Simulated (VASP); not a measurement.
# ZnS (R3m) in VASP: a series of runs, part 2 of 2

VASP 6.6.1. The steps go on from the part before.

**4. Single point, LDA**

Contents of INCAR:

```
SYSTEM = ZnS
ALGO = Normal
EDIFF = 1E-6
ENCUT = 520
ISIF = 2
ISMEAR = -1
LASPH = .True.
LCHARG = .False.
LREAL = .False.
LWAVE = .False.
NBANDS = 36
NELM = 60
PREC = Accurate
SIGMA = 0.1
```

Contents of KPOINTS:

```
k-points
0
Gamma
  5 5 5
  0 0 0
```

Contents of POSCAR:

```
ZnS
1.0
    1.9030710000      1.0987390000      9.3519480000
   -1.9030710000      1.0987390000      9.3519480000
    0.0000000000     -2.1974770000      9.3519480000
Zn S
3 3
Direct
    0.9999710000      0.9999710000      0.9999710000
    0.2222690000      0.2222690000      0.2222690000
    0.4446130000      0.4446130000      0.4446130000
    0.0832670000      0.0832670000      0.0832670000
    0.5278420000      0.5278420000      0.5278420000
    0.3053630000      0.3053630000      0.3053630000
```

Potentials or basis: VASP PAW LDA potentials, release 64 (Zn, S).

On the command line:

```bash
cat potpaw_LDA.64/Zn/POTCAR potpaw_LDA.64/S/POTCAR > POTCAR
mpirun -np 1 vasp_std > vasp.out
```

OUTCAR:

```text
SYSTEM = ZnS
   EDIFF = 1E-6
   ENCUT = 520
   ISIF = 2
   ISMEAR = -1
   LASPH = .True.
   LREAL = .False.
   NELM = 60
   PREC = Accurate

 ion  position               nearest neighbor table
   1  1.000  1.000  1.000-   6 2.33   6 2.33   6 2.33   4 2.34
   2  0.222  0.222  0.222-   6 2.33   5 2.33   5 2.33   5 2.33
   3  0.445  0.445  0.445-   4 2.33   4 2.33   4 2.33   5 2.34
   4  0.083  0.083  0.083-   3 2.33   3 2.33   3 2.33   1 2.34
   5  0.528  0.528  0.528-   2 2.33   2 2.33   2 2.33   3 2.34
   6  0.305  0.305  0.305-   2 2.33   1 2.33   1 2.33   1 2.33

  LATTYP: Found a trigonal (rhomboedric) cell.
 ALAT       =     9.6066559226
[... 937 lines left out ...]
  Total       -2.6638268     -2.6638274     -2.7249585     -0.0000000     -0.0000001      0.0000000
  in kB      -36.3759073    -36.3759147    -37.2106919     -0.0000000     -0.0000013      0.0000000
  external PRESSURE =     -36.6541713 kB  Pullay stress =       0.0000000 kB

 VOLUME and BASIS-vectors are now :
 -----------------------------------------------------------------------------
  energy-cutoff  :      520.00
  volume of cell :      117.33
      direct lattice vectors                 reciprocal lattice vectors
     1.903071000  1.098739000  9.351948000     0.262733235  0.151689088  0.035643192
    -1.903071000  1.098739000  9.351948000    -0.262733235  0.151689088  0.035643192
     0.000000000 -2.197477000  9.351948000     0.000000000 -0.303378177  0.035643209

 POSITION                                       TOTAL-FORCE (eV/Angst)
 -----------------------------------------------------------------------------------
      0.00000      0.00000     28.05503         0.000000     -0.000000     -0.001872
      0.00000      0.00000      6.23594         0.000000      0.000000      0.004756
      0.00000      0.00000     12.47399         0.000000     -0.000000     -0.010843
      0.00000      0.00000      2.33613         0.000000      0.000000      0.003908
      0.00000      0.00000     14.80905         0.000000     -0.000000     -0.000844
      0.00000      0.00000      8.56722         0.000000      0.000000      0.004895
 -----------------------------------------------------------------------------------
    total drift:                                0.000000      0.000002      0.000703

  FREE ENERGIE OF THE ION-ELECTRON SYSTEM (eV)
  ---------------------------------------------------
  free  energy   TOTEN  =       -24.5257641915 eV

  energy  without entropy=      -24.5257589870  energy(sigma->0) =      -24.52576159
```

OSZICAR:

```text
N       E                     dE             d eps       ncg     rms          rms(c)
DAV:   1     0.412589630305E+03    0.41259E+03   -0.25262E+04  1368   0.182E+03
DAV:   2     0.248218120370E+02   -0.38777E+03   -0.37260E+03  1368   0.404E+02
DAV:   3    -0.238842208441E+02   -0.48706E+02   -0.48017E+02  1536   0.137E+02
DAV:   4    -0.257880933754E+02   -0.19039E+01   -0.18972E+01  1632   0.270E+01
DAV:   5    -0.258172345906E+02   -0.29141E-01   -0.29131E-01  1680   0.339E+00    0.121E+01
DAV:   6    -0.245557371805E+02    0.12615E+01   -0.26644E+00  1976   0.409E+01    0.920E+00
DAV:   7    -0.245669170135E+02   -0.11180E-01   -0.25322E+00  1500   0.770E+00    0.338E+00
DAV:   8    -0.245273531991E+02    0.39564E-01   -0.12255E-01  1788   0.271E+00    0.893E-01
DAV:   9    -0.245256546106E+02    0.16986E-02   -0.31978E-02  1824   0.186E+00    0.315E-01
DAV:  10    -0.245257301027E+02   -0.75492E-04   -0.11226E-03  1776   0.409E-01    0.166E-01
DAV:  11    -0.245257712134E+02   -0.41111E-04   -0.15568E-04  1664   0.226E-01    0.901E-02
DAV:  12    -0.245257638084E+02    0.74050E-05   -0.50921E-05  1664   0.221E-01    0.104E-02
DAV:  13    -0.245257641915E+02   -0.38310E-06   -0.77180E-06  1424   0.336E-02
   1 F= -.24525764E+02 E0= -.24525762E+02  d E =-.520450E-05
```

stdout:

```text
POSCAR found type information on POSCAR ZnS
 POSCAR found :  2 types and       6 ions
 scaLAPACK will be used
 LDA part: xc-table for (Slater(with rela. corr.)+CA(PZ))
 , standard interpolation
 POSCAR, INCAR and KPOINTS ok, starting setup
 FFT: planning ... GRIDC
 FFT: planning ... GRID_SOFT
 FFT: planning ... GRID
 WAVECAR not read
 entering main loop
```

It took 3.7 min on 1 thread of Intel Xeon Platinum 8488C (Sapphire Rapids), shared host; peak memory 0.47 GiB.

What came out:

```
Free energy            : -24.5258 eV
Pressure               : -3.7 GPa
Largest force          : 0.011 eV/Å
Band gap on the k mesh : 1.97 eV
```

Forces on the atoms (eV/Å):
```
Zn   0.000  0.000 -0.002
Zn   0.000  0.000  0.005
Zn   0.000  0.000 -0.011
S    0.000  0.000  0.004
S    0.000  0.000 -0.001
S    0.000  0.000  0.005
```

Caveat: the cell stands under tension. A k mesh can miss the band edges.

**5. Single point, LDA**

Contents of INCAR:

```
PREC = Accurate
ENCUT = 520
EDIFF = 1E-6
ISMEAR = -1
SIGMA = 0.1
LREAL = False
LASPH = True
NELM = 80
ALGO = Normal
ISIF = 2
LWAVE = False
LCHARG = False
NBANDS = 36
```

Contents of KPOINTS:

```
regular mesh
0
Gamma
  7 7 7
```

POSCAR is that of step 4.

On the command line:

```bash
cat potpaw_LDA.64/Zn/POTCAR potpaw_LDA.64/S/POTCAR > POTCAR
mpirun -np 1 vasp_std > vasp.out
```

Wall time 10 min (1 thread of Intel Xeon Platinum 8488C (Sapphire Rapids), shared host); peak memory 0.54 GiB.

The run converged. Its results:

```
Free energy            : -24.5445 eV
Pressure               : -3.7 GPa
Largest force          : 0.015 eV/Å
Band gap on the k mesh : 1.97 eV
```

Forces in eV/Å, atoms in the order of the input:
```
Zn   0.000  0.000 -0.006
Zn   0.000  0.000  0.001
Zn   0.000  0.000 -0.015
S    0.000  0.000  0.008
S    0.000  0.000  0.003
S    0.000  0.000  0.008
```

Levels at points of the mesh, in eV from the valence-band top:
```
           k point  band 23  band 24  band 25  band 26  band 27  band 28  band 29  band 30  band 31  band 32
(0.00, 0.00, 0.00)    -0.70    -0.70    -0.06     0.00     0.00     1.97     3.13     3.28     6.18     6.18
```

Caveat: the cell stands under tension.

**6. The runs side by side**

```csv
k mesh,gap on the mesh (eV),pressure (GPa),largest force (eV/Å)
2 × 2 × 2,1.87,-0.7,0.25
4 × 4 × 4,1.96,-3.5,0.01
5 × 5 × 5,1.97,-3.7,0.01
7 × 7 × 7,1.97,-3.7,0.01
```

Alike in all rows: task single point; level LDA; potentials or basis VASP PAW LDA potentials, release 64 (Zn, S); no spin polarisation; cell as given; cutoff (eV) 520; smearing fermi-dirac 0.1 eV.

Caveats: some runs use coarse meshes; the cell stands under tension (at least some runs).

Absolute energies hang on the potentials; compare differences alone.
